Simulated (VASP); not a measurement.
# Ir (P6_3/mmc) in VASP: further runs

The runs below take Ir through single point, with PBEsol.

Everything below comes from runs of VASP 6.6.1. Logs are shortened: lines on timing, memory, paths and dates and some standing lists are left out, and cuts for length are marked.

## (1) The cell of the first run

It takes space group P6_3/mmc (No. 194, hexagonal). Conventional cell: a = 2.545 Å, b = 2.545 Å, c = 4.126 Å, α = 90.00°, β = 90.00°, γ = 120.00°. Ir (site symmetry -6m2) has 12 Ir at 2.53 to 2.54 Å within 3.3 Å.

## (2) Single point, PBEsol, collinear spin, ferromagnetic start

INCAR

```
SYSTEM = Ir
ALGO = Normal ; EDIFF = 1E-7
ENCUT = 520 ; GGA = PS
ISIF = 2 ; ISMEAR = 0
ISPIN = 2 ; LASPH = .True.
LCHARG = .True. ; LELF = .True.
LMAXMIX = 4 ; LORBIT = 11
LREAL = .False. ; LVHAR = .True.
LWAVE = .False. ; MAGMOM = 0.1 0.1
NBANDS = 20 ; NELM = 150
NUPDOWN = 0.2 ; PREC = Accurate
SIGMA = 0.15
```

KPOINTS

```
k-points
0
Gamma
  21 21 12
  0 0 0
```

POSCAR

```
Ir
1.0
    2.5448121180      0.0000000000      0.0000000000
   -1.2724060590      2.2038719420      0.0000000000
    0.0000000000      0.0000000000      4.1259244814
Ir
2
Direct
    0.6666666667      0.3333333333      0.7500000000
    0.3333333333      0.6666666667      0.2500000000
```

Potentials or basis: VASP PAW PBE potentials, release 64 (Ir).

Run with:

```sh
$ cat potpaw_PBE.64/Ir/POTCAR > POTCAR
$ mpirun -np 1 vasp_std > vasp.out
```

OUTCAR:

```text
SYSTEM = Ir
   EDIFF = 1E-7
   ENCUT = 520
   GGA = PS
   ISIF = 2
   ISMEAR = 0
   ISPIN = 2
   LASPH = .True.
   LORBIT = 11
   LREAL = .False.
   NELM = 150
   NUPDOWN = 0.2
   PREC = Accurate

 ion  position               nearest neighbor table
   1  0.667  0.333  0.750-   2 2.53   2 2.53   2 2.53   2 2.53   2 2.53   2 2.53
   2  0.333  0.667  0.250-   1 2.53   1 2.53   1 2.53   1 2.53   1 2.53   1 2.53

  LATTYP: Found a hexagonal cell.
 ALAT       =     2.5448121180
 C/A-ratio  =     1.6213080927

  Lattice vectors:

 A1 = (   2.5448121180,   0.0000000000,   0.0000000000)
 A2 = (  -1.2724060590,   2.2038719420,   0.0000000000)
 A3 = (   0.0000000000,   0.0000000000,   4.1259244814)

Analysis of symmetry for initial positions (statically):
=====================================================================
 Subroutine PRICEL returns:
 Original cell was already a primitive cell.

 Routine SETGRP: Setting up the symmetry group for a
 hexagonal supercell.

 Subroutine GETGRP returns: Found 24 space group operations
 (whereof 12 operations were pure point group operations)
 out of a pool of 24 trial point group operations.

The static configuration has the point symmetry D_3d.
 The point group associated with its full space group is D_6h.

Analysis of symmetry for dynamics (positions and initial velocities):
=====================================================================
 Subroutine PRICEL returns:
 Original cell was already a primitive cell.

 Routine SETGRP: Setting up the symmetry group for a
 hexagonal supercell.

 Subroutine GETGRP returns: Found 24 space group operations
 (whereof 12 operations were pure point group operations)
 out of a pool of 24 trial point group operations.

The dynamic configuration has the point symmetry D_3d.
 The point group associated with its full space group is D_6h.

Analysis of structural, dynamic, and magnetic symmetry:
=====================================================================
 Subroutine PRICEL returns:
 Original cell was already a primitive cell.

 Routine SETGRP: Setting up the symmetry group for a
 hexagonal supercell.

 Subroutine GETGRP returns: Found 24 space group operations
 (whereof 12 operations were pure point group operations)
 out of a pool of 24 trial point group operations.

The overall configuration has the point symmetry D_3d.
 The point group associated with its full space group is D_6h.

 Subroutine INISYM returns: Found 24 space group operations
 (whereof 12 operations are pure point group operations),
 and found     1 'primitive' translations

----------------------------------------------------------------------------------------

                                     Primitive cell

  volume of cell :      23.1400

  direct lattice vectors                    reciprocal lattice vectors
     2.544812118  0.000000000  0.000000000     0.392956318  0.226873436  0.000000000
    -1.272406059  2.203871942  0.000000000     0.000000000  0.453746872  0.000000000
     0.000000000  0.000000000  4.125924481     0.000000000  0.000000000  0.242369923

  length of vectors
     2.544812118  2.544812118  4.125924481     0.453746872  0.453746872  0.242369923

  position of ions in fractional coordinates (direct lattice)
     0.666666667  0.333333333  0.750000000
     0.333333333  0.666666667  0.250000000

  ion indices of the primitive-cell ions
   primitive index   ion index
                 1           1
                 2           2

----------------------------------------------------------------------------------------

 KPOINTS: k-points

Automatic generation of k-mesh.
 Grid dimensions read from file:
 generate k-points for:   21   21   12

 Generating k-lattice:

  Cartesian coordinates                     Fractional coordinates (reciprocal lattice)
     0.018712206  0.010803497  0.000000000     0.047619048 -0.000000000  0.000000000
     0.000000000  0.021606994  0.000000000     0.000000000  0.047619048  0.000000000
     0.000000000  0.000000000  0.020197494     0.000000000  0.000000000  0.083333333

  Length of vectors
     0.021606994  0.021606994  0.020197494

  Shift w.r.t. Gamma in fractional coordinates (k-lattice)
     0.000000000  0.000000000  0.000000000

 Subroutine IBZKPT returns following result:
 ===========================================

 Found    336 irreducible k-points:

 Following reciprocal coordinates:
            Coordinates               Weight
  0.000000  0.000000  0.000000      1.000000
  0.047619  0.000000  0.000000      6.000000
  0.095238 -0.000000  0.000000      6.000000
  0.142857  0.000000  0.000000      6.000000
  0.190476 -0.000000  0.000000      6.000000
  0.238095 -0.000000  0.000000      6.000000
[... 16 lines left out ...]
  0.142857  0.095238  0.000000     12.000000
  0.190476  0.095238  0.000000     12.000000
 [... further k-points ...]
   k-points           NKPTS =    336   k-points in BZ     NKDIM =    336   number of bands    NBANDS=     20
   number of dos      NEDOS =    301   number of ions     NIONS =      2
   total plane-waves  NPLWV =  12800
   dimension x,y,z NGX =    20 NGY =   20 NGZ =   32
   dimension x,y,z NGXF=    40 NGYF=   40 NGZF=   64
   ions per type =               2
   NGX,Y,Z   is equivalent  to a cutoff of  13.07, 13.07, 12.89 a.u.
   NGXF,Y,Z  is equivalent  to a cutoff of  26.13, 26.13, 25.79 a.u.
 SYSTEM =  Ir
   PREC   = accura    normal or accurate (medium, high low for compatibility)
   ISTART =      0    job   : 0-new  1-cont  2-samecut
   ICHARG =      2    charge: 1-file 2-atom 10-const
   ISPIN  =      2    spin polarized calculation?
   LNONCOLLINEAR =      F non collinear calculations
   LSORBIT =      F    spin-orbit coupling
   LASPH  =      T    aspherical Exc in radial PAW
   ENCUT  =  520.0 eV  38.22 Ry    6.18 a.u.   4.73  4.73  7.67*2*pi/ulx,y,z
   NELM   =    150;   NELMIN=  2; NELMDL= -5     # of ELM steps
   EDIFF  = 0.1E-06   stopping-criterion for ELM
   LREAL  =      F    real-space projection
   EDIFFG = 0.1E-05   stopping-criterion for IOM
   NSW    =      0    number of steps for IOM
   IBRION =     -1    ionic relax: 0-MD 1-quasi-New 2-CG
   NFREE  =      0    steps in history (QN), initial steepest desc. (CG)
   ISIF   =      2    stress and relaxation
   ISYM   =      2    0-nonsym 1-usesym 2-fastsym
   POTIM  = 0.5000    time-step for ionic-motion
   TEBEG  =    0.0;   TEEND  =   0.0 temperature during run
   PSTRESS=    0.0 pullay stress
   NELECT =      18.0000    total number of electrons
   NUPDOWN=       0.2000    fix difference up-down
   EMIN   =  10.00;   EMAX   =-10.00  energy-range for DOS
   EFERMI =   0.00;   METHOD = LEGACY
   ISMEAR =     0;   SIGMA  =   0.15  broadening in eV -4-tet -1-fermi 0-gaus
   EFERMI_NEDOS =   21; number of points for ismear=-14 and -15
   IALGO  =     38    algorithm
   IMIX   =      4    mixing-type and parameters
     AMIX     =   0.40;   BMIX     =  1.00
     AMIX_MAG =   1.60;   BMIX_MAG =  1.00
  volume/ion in A,a.u.               =      11.57        78.08
  Fermi-wavevector in a.u.,A,eV,Ry     =   1.505606  2.845182 30.842341  2.266848
  Thomas-Fermi vector in A             =   2.616432
   LORBIT       =     11    0 simple, 1 ext, 2 COOP (PROOUT), +10 PAW based schemes
   GGA     = PS    functional components
   LHFCALC =     F    Hartree Fock is set to
   AEXX    =    0.0000 exact exchange contribution
   IVDW    =     0    specifies the selected vdW correction
   LEPSILON=     F    determine dielectric tensor
   LRPA    =     F    only Hartree local field effects (RPA)
 spin polarized calculation
 Gauss-broadening in eV      SIGMA  =   0.15
  energy-cutoff  :      520.00
  volume of cell :       23.14
 maximum number of plane-waves:       646
 NGX is ok and might be reduce to    20
   NGX =  9   NGY =  9   NGZ = 15

 number of electron      17.9999998 magnetization       0.2000000

 Free energy of the ion-electron system (eV)
  ---------------------------------------------------
  ext. energy  EPLUGINS =         0.00000000
  ---------------------------------------------------
  free energy    TOTEN  =       -17.79016155 eV

  energy without entropy =      -17.77195804  energy(sigma->0) =      -17.78105979

 E-fermi :  14.2166     XC(G=0): -15.3037

 val. band max:       14.4066791645   @ k =   0.0476   0.0000   0.3333
 cond. band min:      14.2171057904   @ k =   0.2381   0.0476   0.4167
 fundamental gap:     -0.1895733741
 Fermi energy:        14.4094032614

 spin component 1

 k-point     1 :       0.0000    0.0000    0.0000
  band No.  band energies     occupation
      1       0.6047      1.00000
      2       3.5654      1.00000
      3       8.8512      1.00000
      4       8.9504      1.00000
      5       8.9504      1.00000
      6       9.8843      1.00000
[... 12 lines left out ...]
     19      38.6759      0.00000
     20      38.6798      0.00000

 k-point     2 :       0.0476    0.0000    0.0000
  band No.  band energies     occupation
      1       0.7172      1.00000
      2       3.6682      1.00000
      3       8.5655      1.00000
      4       9.0506      1.00000
      5       9.2053      1.00000
      6       9.8123      1.00000
[... 12 lines left out ...]
     19      38.1854      0.00000
     20      38.2314      0.00000

 k-point     3 :       0.0952   -0.0000    0.0000
  band No.  band energies     occupation
      1       1.0462      1.00000
      2       3.9603      1.00000
      3       8.1847      1.00000
      4       9.3486      1.00000
      5       9.4668      1.00000
      6       9.6765      1.00000
[... 12 lines left out ...]
     19      37.0712      0.00000
     20      38.5911      0.00000

 k-point     4 :       0.1429    0.0000    0.0000
  band No.  band energies     occupation
      1       1.5650      1.00000
      2       4.3838      1.00000
      3       7.7934      1.00000
      4       9.2766      1.00000
      5       9.3577      1.00000
      6       9.8358      1.00000
[... 429 lines left out ...]
 k-point    23 :       0.1429    0.0952    0.0000
  band No.  band energies     occupation
      1       2.5163      1.00000
      2       5.0849      1.00000
      3       7.1872      1.00000
      4       8.1390      1.00000
      5       9.0045      1.00000
      6       9.4417      1.00000
[... 12 lines left out ...]
     19      35.6696      0.00000
     20      40.5446      0.00000

 k-point    24 :       0.1905    0.0952    0.0000
  band No.  band energies     occupation
      1       3.2392      1.00000
      2       5.3504      1.00000
      3       7.0756      1.00000
      4       7.2906      1.00000
      5       8.8857      1.00000
      6       9.1165      1.00000
[... 12 lines left out ...]
     19      36.8416      0.00000
     20      40.5703      0.00000

 [... further k-points ...]

 spin component 2

 k-point     1 :       0.0000    0.0000    0.0000
  band No.  band energies     occupation
      1       0.6334      1.00000
      2       3.6134      1.00000
      3       8.9177      1.00000
      4       9.0130      1.00000
      5       9.0130      1.00000
      6       9.9488      1.00000
[... 12 lines left out ...]
     19      38.7156      0.00000
     20      38.7304      0.00000

 k-point     2 :       0.0476    0.0000    0.0000
  band No.  band energies     occupation
      1       0.7459      1.00000
      2       3.7163      1.00000
      3       8.6289      1.00000
      4       9.1133      1.00000
      5       9.2706      1.00000
      6       9.8765      1.00000
[... 12 lines left out ...]
     19      38.2244      0.00000
     20      38.2634      0.00000

 k-point     3 :       0.0952   -0.0000    0.0000
  band No.  band energies     occupation
      1       1.0750      1.00000
      2       4.0087      1.00000
      3       8.2463      1.00000
      4       9.4115      1.00000
      5       9.5321      1.00000
      6       9.7407      1.00000
[... 12 lines left out ...]
     19      37.1094      0.00000
     20      38.6230      0.00000

 k-point     4 :       0.1429    0.0000    0.0000
  band No.  band energies     occupation
      1       1.5940      1.00000
      2       4.4328      1.00000
      3       7.8531      1.00000
      4       9.3390      1.00000
      5       9.4115      1.00000
      6       9.8991      1.00000
[... 429 lines left out ...]
 k-point    23 :       0.1429    0.0952    0.0000
  band No.  band energies     occupation
      1       2.5458      1.00000
      2       5.1350      1.00000
      3       7.2444      1.00000
      4       8.1898      1.00000
      5       9.0648      1.00000
      6       9.5039      1.00000
[... 12 lines left out ...]
     19      35.7001      0.00000
     20      40.5777      0.00000

 k-point    24 :       0.1905    0.0952    0.0000
  band No.  band energies     occupation
      1       3.2698      1.00000
      2       5.4022      1.00000
      3       7.1300      1.00000
      4       7.3413      1.00000
      5       8.9450      1.00000
      6       9.1779      1.00000
[... 12 lines left out ...]
     19      36.8738      0.00000
     20      40.5458      0.00000

 [... further k-points ...]
[... 5 lines left out ...]
  --------------------------------------------------------------------------------------
  -------------------------------------------------------------------------------------
  Total       18.3905740     18.3905740     18.9566126     -0.0000000      0.0000000      0.0000000
  in kB     1273.3345177   1273.3345177   1312.5261429     -0.0000000      0.0000000      0.0000000
  external PRESSURE =    1286.3983928 kB  Pullay stress =       0.0000000 kB

 VOLUME and BASIS-vectors are now :
 -----------------------------------------------------------------------------
  energy-cutoff  :      520.00
  volume of cell :       23.14
      direct lattice vectors                 reciprocal lattice vectors
     2.544812118  0.000000000  0.000000000     0.392956318  0.226873436  0.000000000
    -1.272406059  2.203871942  0.000000000     0.000000000  0.453746872  0.000000000
     0.000000000  0.000000000  4.125924481     0.000000000  0.000000000  0.242369923

 POSITION                                       TOTAL-FORCE (eV/Angst)
 -----------------------------------------------------------------------------------
      1.27241      0.73462      3.09444         0.000000     -0.000000      0.000000
     -0.00000      1.46925      1.03148        -0.000000      0.000000      0.000000
 -----------------------------------------------------------------------------------
    total drift:                               -0.000000      0.000000     -0.000000

  FREE ENERGIE OF THE ION-ELECTRON SYSTEM (eV)
  ---------------------------------------------------
  free  energy   TOTEN  =       -17.7901615504 eV

  energy  without entropy=      -17.7719580350  energy(sigma->0) =      -17.78105979

 total charge

# of ion       s       p       d       tot
------------------------------------------
    1        0.803   1.062   7.385   9.250
    2        0.803   1.062   7.385   9.250
--------------------------------------------------
tot          1.606   2.123  14.771  18.500

 magnetization (x)

# of ion       s       p       d       tot
------------------------------------------
    1        0.001   0.002   0.094   0.097
    2        0.001   0.002   0.094   0.097
--------------------------------------------------
tot          0.002   0.004   0.187   0.193
```

It took 3.7 min on 1 thread of AMD EPYC 9R45 (Zen 5), shared host; peak memory 0.28 GiB.

Results:

| Property | Result |
| --- | --- |
| Free energy | -17.7902 eV |
| Pressure | 128.6 GPa |
| Net moment | 0.20 μB per cell |
| Site moments | Ir +0.10 μB |

Caveat: the PAW data sets were made with another functional, which shifts forces and pressure a little; spin-orbit coupling is left out, which moves the levels of the heavy elements; the total moment is fixed, so each spin has its own Fermi level.

## (3) Single point, PBEsol, collinear spin, ferromagnetic start

INCAR

```
PREC = Accurate
ENCUT = 520
EDIFF = 1E-6
ISMEAR = 0
SIGMA = 0.15
LREAL = F
LASPH = T
NELM = 150
ALGO = Fast
ISIF = 2
LWAVE = F
LCHARG = F
ISPIN = 2
MAGMOM = 0.5 0.5
LORBIT = 11
NUPDOWN = 1.0
LMAXMIX = 4
GGA = PS
NBANDS = 20
```

KPOINTS

```
Automatic mesh
0
Gamma
  21 21 12
```

POSCAR is that of step 2.

Potentials or basis: VASP PAW PBE potentials, release 64 (Ir).

Run with:

```sh
$ cat potpaw_PBE.64/Ir/POTCAR > POTCAR
$ mpirun -np 1 vasp_std > vasp.out
```

Run time: 3.7 min. Hardware: 1 thread of AMD EPYC 9R45 (Zen 5), shared host; peak memory 0.28 GiB.

It converged, with:

| Property | Result |
| --- | --- |
| Free energy | -17.5781 eV |
| Pressure | 132.0 GPa |
| Net moment | 1.00 μB per cell |
| Site moments | Ir +0.48 μB |

Stress tensor (GPa, compression positive):
```
131.38   0.00   0.00
  0.00 131.38   0.00
  0.00   0.00 133.38
```

Caveat: the PAW data sets were made with another functional, which shifts forces and pressure a little; spin-orbit coupling is left out, which moves the levels of the heavy elements; the total moment is fixed, so each spin has its own Fermi level.
